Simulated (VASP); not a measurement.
# Rh (Fm-3m) in VASP: further runs

Rh is run at these levels: PBE; tasks: single point, relaxation of cell and atoms.

Program: VASP 6.6.1. These are calculated values, not measurements. Logs are shortened: lines on timing, memory, paths and dates and some standing lists are left out, and cuts for length are marked.

## Step 1: The cell of the first run

The structure is cubic, space group Fm-3m (No. 225). Conventional cell: a = 3.830 Å, b = 3.830 Å, c = 3.830 Å, α = 90.00°, β = 90.00°, γ = 90.00°. Within 3.6 Å of Rh (site symmetry m-3m) lie 12 Rh at 2.71 Å.

## Step 2: Single point, PBE

File INCAR:

```
SYSTEM = Rh
PREC     = Accurate       ! precision mode
ENCUT    = 520            ! plane-wave cutoff, eV
EDIFF    = 1E-7           ! SCF threshold, eV
ISMEAR   = 0              ! smearing method
SIGMA    = 0.1            ! smearing width, eV
LREAL    = .False.        ! projectors in reciprocal space
LASPH    = .True.         ! aspherical terms in the spheres
NELM     = 100            ! most SCF steps
ALGO     = Normal         ! electronic algorithm
ISIF     = 2              ! what is computed and relaxed
LWAVE    = .False.        ! write WAVECAR
LCHARG   = .False.        ! write CHGCAR
GGA      = PE             ! functional
NBANDS   = 14             ! bands
```

File KPOINTS:

```
regular mesh
0
Gamma
  18 18 18
  0 0 0
```

File POSCAR:

```
Rh
1.0
    0.0000000000      1.9150745728      1.9150745728
    1.9150745728      0.0000000000      1.9150745728
    1.9150745728      1.9150745728      0.0000000000
Rh
1
Direct
    0.0000000000      0.0000000000      0.0000000000
```

Potentials or basis: VASP PAW PBE potentials, release 64 (Rh_pv).

Command:

```bash
$ cat potpaw_PBE.64/Rh_pv/POTCAR > POTCAR
$ mpirun -np 1 vasp_std > vasp.out
```

OUTCAR:

```text
SYSTEM = Rh
   PREC = Accurate
   ENCUT = 520
   EDIFF = 1E-7
   ISMEAR = 0
   LREAL = .False.
   LASPH = .True.
   NELM = 100
   ISIF = 2
   GGA = PE

 ion  position               nearest neighbor table
   1  0.000  0.000  0.000-

  LATTYP: Found a face centered cubic cell.
 ALAT       =     3.8301491456

  Lattice vectors:

 A1 = (   0.0000000000,   1.9150745728,   1.9150745728)
 A2 = (   1.9150745728,   0.0000000000,   1.9150745728)
 A3 = (   1.9150745728,   1.9150745728,   0.0000000000)

Analysis of symmetry for initial positions (statically):
=====================================================================
 Subroutine PRICEL returns:
 Original cell was already a primitive cell.

 Routine SETGRP: Setting up the symmetry group for a
 face centered cubic supercell.

 Subroutine GETGRP returns: Found 48 space group operations
 (whereof 48 operations were pure point group operations)
 out of a pool of 48 trial point group operations.

The static configuration has the point symmetry O_h .

Analysis of symmetry for dynamics (positions and initial velocities):
=====================================================================
 Subroutine PRICEL returns:
 Original cell was already a primitive cell.

 Routine SETGRP: Setting up the symmetry group for a
 face centered cubic supercell.

 Subroutine GETGRP returns: Found 48 space group operations
 (whereof 48 operations were pure point group operations)
 out of a pool of 48 trial point group operations.

The dynamic configuration has the point symmetry O_h .

 Subroutine INISYM returns: Found 48 space group operations
 (whereof 48 operations are pure point group operations),
 and found     1 'primitive' translations

----------------------------------------------------------------------------------------

                                     Primitive cell

  volume of cell :      14.0471

  direct lattice vectors                    reciprocal lattice vectors
     0.000000000  1.915074573  1.915074573    -0.261086439  0.261086439  0.261086439
     1.915074573  0.000000000  1.915074573     0.261086439 -0.261086439  0.261086439
     1.915074573  1.915074573  0.000000000     0.261086439  0.261086439 -0.261086439

  length of vectors
     2.708324434  2.708324434  2.708324434     0.452214977  0.452214977  0.452214977

  position of ions in fractional coordinates (direct lattice)
     0.000000000  0.000000000  0.000000000

  ion indices of the primitive-cell ions
   primitive index   ion index
                 1           1

----------------------------------------------------------------------------------------

 KPOINTS: regular mesh

Automatic generation of k-mesh.
 Grid dimensions read from file:
 generate k-points for:   18   18   18

 Generating k-lattice:

  Cartesian coordinates                     Fractional coordinates (reciprocal lattice)
    -0.014504802  0.014504802  0.014504802     0.055555556  0.000000000  0.000000000
     0.014504802 -0.014504802  0.014504802     0.000000000  0.055555556  0.000000000
     0.014504802  0.014504802 -0.014504802     0.000000000  0.000000000  0.055555556

  Length of vectors
     0.025123054  0.025123054  0.025123054

  Shift w.r.t. Gamma in fractional coordinates (k-lattice)
     0.000000000  0.000000000  0.000000000

 Subroutine IBZKPT returns following result:
 ===========================================

 Found    195 irreducible k-points:

 Following reciprocal coordinates:
            Coordinates               Weight
  0.000000  0.000000  0.000000      1.000000
  0.055556  0.000000  0.000000      8.000000
  0.111111  0.000000  0.000000      8.000000
  0.166667  0.000000  0.000000      8.000000
  0.222222  0.000000  0.000000      8.000000
  0.277778  0.000000  0.000000      8.000000
[... 16 lines left out ...]
 -0.277778  0.055556  0.000000     24.000000
 -0.222222  0.055556  0.000000     24.000000
 [... further k-points ...]
   k-points           NKPTS =    195   k-points in BZ     NKDIM =    195   number of bands    NBANDS=     14
   number of dos      NEDOS =    301   number of ions     NIONS =      1
   total plane-waves  NPLWV =   8000
   dimension x,y,z NGX =    20 NGY =   20 NGZ =   20
   dimension x,y,z NGXF=    40 NGYF=   40 NGZF=   40
   ions per type =               1
   NGX,Y,Z   is equivalent  to a cutoff of  12.28, 12.28, 12.28 a.u.
   NGXF,Y,Z  is equivalent  to a cutoff of  24.55, 24.55, 24.55 a.u.
 SYSTEM =  Rh
   PREC   = accura    normal or accurate (medium, high low for compatibility)
   ISTART =      0    job   : 0-new  1-cont  2-samecut
   ICHARG =      2    charge: 1-file 2-atom 10-const
   ISPIN  =      1    spin polarized calculation?
   LNONCOLLINEAR =      F non collinear calculations
   LSORBIT =      F    spin-orbit coupling
   LASPH  =      T    aspherical Exc in radial PAW
   ENCUT  =  520.0 eV  38.22 Ry    6.18 a.u.   5.04  5.04  5.04*2*pi/ulx,y,z
   NELM   =    100;   NELMIN=  2; NELMDL= -5     # of ELM steps
   EDIFF  = 0.1E-06   stopping-criterion for ELM
   LREAL  =      F    real-space projection
   EDIFFG = 0.1E-05   stopping-criterion for IOM
   NSW    =      0    number of steps for IOM
   IBRION =     -1    ionic relax: 0-MD 1-quasi-New 2-CG
   NFREE  =      0    steps in history (QN), initial steepest desc. (CG)
   ISIF   =      2    stress and relaxation
   ISYM   =      2    0-nonsym 1-usesym 2-fastsym
   POTIM  = 0.5000    time-step for ionic-motion
   TEBEG  =    0.0;   TEEND  =   0.0 temperature during run
   PSTRESS=    0.0 pullay stress
   NELECT =      15.0000    total number of electrons
   NUPDOWN=      -1.0000    fix difference up-down
   EMIN   =  10.00;   EMAX   =-10.00  energy-range for DOS
   EFERMI =   0.00;   METHOD = LEGACY
   ISMEAR =     0;   SIGMA  =   0.10  broadening in eV -4-tet -1-fermi 0-gaus
   EFERMI_NEDOS =   21; number of points for ismear=-14 and -15
   IALGO  =     38    algorithm
   IMIX   =      4    mixing-type and parameters
     AMIX     =   0.40;   BMIX     =  1.00
     AMIX_MAG =   1.60;   BMIX_MAG =  1.00
  volume/ion in A,a.u.               =      14.05        94.79
  Fermi-wavevector in a.u.,A,eV,Ry     =   1.673309  3.162096 38.095824  2.799964
  Thomas-Fermi vector in A             =   2.758303
   LORBIT       =      0    0 simple, 1 ext, 2 COOP (PROOUT), +10 PAW based schemes
   GGA     = PE    functional components
   LHFCALC =     F    Hartree Fock is set to
   AEXX    =    0.0000 exact exchange contribution
   IVDW    =     0    specifies the selected vdW correction
   LEPSILON=     F    determine dielectric tensor
   LRPA    =     F    only Hartree local field effects (RPA)
 non-spin polarized calculation
 Gauss-broadening in eV      SIGMA  =   0.10
  energy-cutoff  :      520.00
  volume of cell :       14.05
 maximum number of plane-waves:       388
   NGX =  9   NGY =  9   NGZ =  9

 number of electron      15.0000003 magnetization

 Free energy of the ion-electron system (eV)
  ---------------------------------------------------
  ext. energy  EPLUGINS =         0.00000000
  ---------------------------------------------------
  free energy    TOTEN  =        -7.26168687 eV

  energy without entropy =       -7.25452082  energy(sigma->0) =       -7.25810384

 E-fermi :  11.5157     XC(G=0): -13.8943

 val. band max:       11.5155499732   @ k =   0.5000   0.3889   0.0556
 cond. band min:      11.5236593700   @ k =  -0.4444   0.3333   0.1667
 fundamental gap:      0.0081093967
 Fermi energy:        11.5157248927

 k-point     1 :       0.0000    0.0000    0.0000
  band No.  band energies     occupation
      1     -34.8349      2.00000
      2     -34.8349      2.00000
      3     -34.8349      2.00000
      4       3.7127      2.00000
      5       8.5338      2.00000
      6       8.5338      2.00000
      7       8.5338      2.00000
      8      10.5486      2.00000
      9      10.5486      2.00000
     10      27.5234      0.00000
     11      32.0968      0.00000
     12      32.8622      0.00000
     13      32.8622      0.00000
     14      32.8622      0.00000

 k-point     2 :       0.0556    0.0000    0.0000
  band No.  band energies     occupation
      1     -34.8560      2.00000
      2     -34.8377      2.00000
      3     -34.8377      2.00000
      4       3.8348      2.00000
      5       8.4803      2.00000
      6       8.5811      2.00000
      7       8.5811      2.00000
      8      10.5223      2.00000
      9      10.5223      2.00000
     10      27.6969      0.00000
     11      32.0871      0.00000
     12      32.1706      0.00000
     13      33.0373      0.00000
     14      33.0373      0.00000

 k-point     3 :       0.1111    0.0000    0.0000
  band No.  band energies     occupation
      1     -34.9167      2.00000
      2     -34.8460      2.00000
      3     -34.8460      2.00000
      4       4.1858      2.00000
      5       8.3464      2.00000
      6       8.7050      2.00000
      7       8.7050      2.00000
      8      10.4657      2.00000
      9      10.4657      2.00000
     10      28.1568      0.00000
     11      30.7079      0.00000
     12      32.0972      0.00000
     13      33.5447      0.00000
     14      33.5447      0.00000
[... 324 lines left out ...]
 k-point    23 :      -0.2778    0.0556    0.0000
  band No.  band energies     occupation
      1     -35.2759      2.00000
      2     -34.9188      2.00000
      3     -34.8892      2.00000
      4       5.7893      2.00000
      5       8.6629      2.00000
      6       8.8634      2.00000
      7       8.8738      2.00000
      8      10.7265      2.00000
      9      11.4599      1.56999
     10      25.0332      0.00000
     11      28.6947      0.00000
     12      32.0960      0.00000
     13      33.8684      0.00000
     14      36.4299      0.00000

 k-point    24 :      -0.2222    0.0556    0.0000
  band No.  band energies     occupation
      1     -35.1625      2.00000
      2     -34.9020      2.00000
      3     -34.8725      2.00000
      4       5.5217      2.00000
      5       8.2005      2.00000
      6       8.9132      2.00000
      7       8.9642      2.00000
      8      10.3669      2.00000
      9      11.0239      2.00000
     10      26.8210      0.00000
     11      29.1329      0.00000
     12      32.0961      0.00000
     13      34.1666      0.00000
     14      36.0320      0.00000

 [... further k-points ...]

------------------------ aborting loop because EDIFF is reached ----------------------------------------

  FORCE on cell =-STRESS in cart. coord.  units (eV):
  Direction    XX          YY          ZZ          XY          YZ          ZX
  --------------------------------------------------------------------------------------
  -------------------------------------------------------------------------------------
  Total       -0.0001781     -0.0001781     -0.0001781     -0.0000000      0.0000000     -0.0000000
  in kB       -0.0203128     -0.0203128     -0.0203128     -0.0000000      0.0000000     -0.0000000
  external PRESSURE =      -0.0203128 kB  Pullay stress =       0.0000000 kB

 VOLUME and BASIS-vectors are now :
 -----------------------------------------------------------------------------
  energy-cutoff  :      520.00
  volume of cell :       14.05
      direct lattice vectors                 reciprocal lattice vectors
     0.000000000  1.915074573  1.915074573    -0.261086439  0.261086439  0.261086439
     1.915074573  0.000000000  1.915074573     0.261086439 -0.261086439  0.261086439
     1.915074573  1.915074573  0.000000000     0.261086439  0.261086439 -0.261086439

 POSITION                                       TOTAL-FORCE (eV/Angst)
 -----------------------------------------------------------------------------------
      0.00000      0.00000      0.00000         0.000000     -0.000000      0.000000
 -----------------------------------------------------------------------------------
    total drift:                                0.000000      0.000000      0.000000

  FREE ENERGIE OF THE ION-ELECTRON SYSTEM (eV)
  ---------------------------------------------------
  free  energy   TOTEN  =        -7.2616868705 eV

  energy  without entropy=       -7.2545208158  energy(sigma->0) =       -7.25810384
```

Run time: 29 s. Hardware: 1 thread of Intel Xeon Platinum 8259CL at 2.50GHz (Skylake/Cascade Lake), shared host; peak memory 0.15 GiB.

What came out:

* Free energy: -7.2617 eV
* Pressure: 0.0 GPa
* Band gap on the k mesh: zero (an odd number of electrons rules out a gap without spin polarisation)

## Step 3: Relaxation of cell and atoms, PBE

This run uses another cell than the first one, of 14.18 Å³/atom.

File INCAR:

```
ALGO     = Normal         # electronic algorithm
EDIFF    = 1E-6           # SCF threshold, eV
EDIFFG   = -0.005         # ionic threshold
ENCUT    = 600            # plane-wave cutoff, eV
GGA      = PE             # functional
IBRION   = 2              # ionic algorithm
ISIF     = 3              # what is computed and relaxed
ISMEAR   = 0              # smearing method
LASPH    = True           # aspherical terms in the spheres
LCHARG   = False          # write CHGCAR
LREAL    = False          # projectors in reciprocal space
LWAVE    = False          # write WAVECAR
NELM     = 100            # most SCF steps
NSW      = 100            # ionic steps
PREC     = Accurate       # precision mode
SIGMA    = 0.1            # smearing width, eV
```

File KPOINTS:

```
k-points
0
Gamma
  18 18 18
```

File POSCAR:

```
Rh
1.0
    0.0000000000      1.9212302445      1.9212302445
    1.9212302445      0.0000000000      1.9212302445
    1.9212302445      1.9212302445      0.0000000000
Rh
1
Direct
    0.0000000000      0.0000000000      0.0000000000
```

Potentials or basis: VASP PAW PBE potentials, release 64 (Rh_pv).

Command:

```bash
$ cat potpaw_PBE.64/Rh_pv/POTCAR > POTCAR
$ mpirun -np 1 vasp_std > vasp.out
```

OUTCAR:

```text
EDIFF = 1E-6
   EDIFFG = -0.005
   ENCUT = 600
   GGA = PE
   IBRION = 2
   ISIF = 3
   ISMEAR = 0
   LASPH = True
   LREAL = False
   NELM = 100
   NSW = 100
   PREC = Accurate

 ion  position               nearest neighbor table
   1  0.000  0.000  0.000-

  LATTYP: Found a face centered cubic cell.
 ALAT       =     3.8424604890

  Lattice vectors:

 A1 = (   0.0000000000,   1.9212302445,   1.9212302445)
 A2 = (   1.9212302445,   0.0000000000,   1.9212302445)
 A3 = (   1.9212302445,   1.9212302445,   0.0000000000)

Analysis of symmetry for initial positions (statically):
=====================================================================
 Subroutine PRICEL returns:
 Original cell was already a primitive cell.

 Routine SETGRP: Setting up the symmetry group for a
 face centered cubic supercell.

 Subroutine GETGRP returns: Found 48 space group operations
 (whereof 48 operations were pure point group operations)
 out of a pool of 48 trial point group operations.

The static configuration has the point symmetry O_h .

Analysis of symmetry for dynamics (positions and initial velocities):
=====================================================================
 Subroutine PRICEL returns:
 Original cell was already a primitive cell.

 Routine SETGRP: Setting up the symmetry group for a
 face centered cubic supercell.

 Subroutine GETGRP returns: Found 48 space group operations
[... 221 lines left out ...]
 number of electron      15.0000000 magnetization

 Free energy of the ion-electron system (eV)
  ---------------------------------------------------
  ext. energy  EPLUGINS =         0.00000000
  ---------------------------------------------------
  free energy    TOTEN  =        -7.26210385 eV

  energy without entropy =       -7.25494400  energy(sigma->0) =       -7.25852393

 E-fermi :  11.5250     XC(G=0): -13.8975

 val. band max:       11.5247850185   @ k =   0.5000   0.3889   0.0556
 cond. band min:      11.5329122644   @ k =  -0.4444   0.3333   0.1667
 fundamental gap:      0.0081272459
 Fermi energy:        11.5249732165

 k-point     1 :       0.0000    0.0000    0.0000
  band No.  band energies     occupation
      1     -34.8266      2.00000
      2     -34.8266      2.00000
      3     -34.8266      2.00000
      4       3.7185      2.00000
      5       8.5404      2.00000
      6       8.5404      2.00000
      7       8.5404      2.00000
      8      10.5570      2.00000
      9      10.5570      2.00000
     10      27.5327      0.00000
     11      32.1054      0.00000
[... 309 lines left out ...]
 k-point    24 :      -0.2222    0.0556    0.0000
  band No.  band energies     occupation
      1     -35.1548      2.00000
      2     -34.8938      2.00000
      3     -34.8643      2.00000
      4       5.5280      2.00000
      5       8.2072      2.00000
      6       8.9201      2.00000
      7       8.9712      2.00000
      8      10.3751      2.00000
      9      11.0327      2.00000
     10      26.8345      0.00000
     11      29.1444      0.00000

 [... further k-points ...]

------------------------ aborting loop because EDIFF is reached ----------------------------------------

  FORCE on cell =-STRESS in cart. coord.  units (eV):
  Direction    XX          YY          ZZ          XY          YZ          ZX
  --------------------------------------------------------------------------------------
  -------------------------------------------------------------------------------------
  Total       -0.0018576     -0.0018576     -0.0018576     -0.0000000     -0.0000000      0.0000000
  in kB       -0.2119818     -0.2119818     -0.2119818     -0.0000000     -0.0000000      0.0000000
  external PRESSURE =      -0.2119818 kB  Pullay stress =       0.0000000 kB
[... 16 lines left out ...]
  FREE ENERGIE OF THE ION-ELECTRON SYSTEM (eV)
  ---------------------------------------------------
  free  energy   TOTEN  =        -7.2621038461 eV

  energy  without entropy=       -7.2549440040  energy(sigma->0) =       -7.25852393

 reached required accuracy - stopping structural energy minimisation
```

CONTCAR:

```text
Rh
   1.00000000000000
    -0.0000000000000000    1.9147373761410771    1.9147373761410771
     1.9147373761410771    0.0000000000000000    1.9147373761410771
     1.9147373761410771    1.9147373761410771    0.0000000000000000
  Rh
     1
Direct
     0.0000000000000000    0.0000000000000000    0.0000000000000000

  0.00000000E+00  0.00000000E+00  0.00000000E+00
```

Wall time 54 s (1 thread of Intel Xeon Platinum 8259CL at 2.50GHz (Skylake/Cascade Lake), shared host); peak memory 0.17 GiB.

What came out:

```yaml
Free_energy: -7.2621 eV
Relaxed_volume: 14.04 Å³/atom
Relaxed_cell: a = 2.708 Å, b = 2.708 Å, c = 2.708 Å, α = 60.00°, β = 60.00°, γ = 60.00°
Space_group_after_relaxing_to_0.1_Å: Fm-3m (No. 225)
Energy_gained_by_relaxing: 1.2 meV/atom
Ionic_steps: 3
Pressure_after_relaxing: 0.0 GPa
Band_gap_on_the_k_mesh: zero (an odd number of electrons rules out a gap without spin polarisation)
```

The path:
```csv
step,energy change (eV),largest force (eV/Å),pressure (GPa),volume (Å³)
1,0.0000,0.0000,-2.55,14.18
2,0.0048,0.0000,6.27,13.72
3,-0.0012,0.0000,-0.02,14.04
```

Final structure:
```cif
data_structure
_symmetry_space_group_name_H-M 'P 1'
_symmetry_Int_Tables_number 1
_cell_length_a 2.7078
_cell_length_b 2.7078
_cell_length_c 2.7078
_cell_angle_alpha 60.000
_cell_angle_beta 60.000
_cell_angle_gamma 60.000
_cell_volume 14.04
loop_
_atom_site_label
_atom_site_type_symbol
_atom_site_fract_x
_atom_site_fract_y
_atom_site_fract_z
_atom_site_occupancy
Rh1 Rh 0.00000 0.00000 0.00000 1
```

Levels at points of the mesh, in eV from the Fermi level:
```tsv
k point	band 4	band 5	band 6	band 7	band 8	band 9	band 10	band 11
(0.00, 0.00, 0.00)	-7.81	-2.98	-2.98	-2.98	-0.97	-0.97	16.01	20.58
(0.50, 0.00, 0.00)	-5.95	-3.06	-3.06	0.54	0.54	0.76	8.42	15.50
(0.50, 0.50, 0.00)	-6.12	-5.76	0.51	0.94	0.94	3.24	12.01	13.20
```
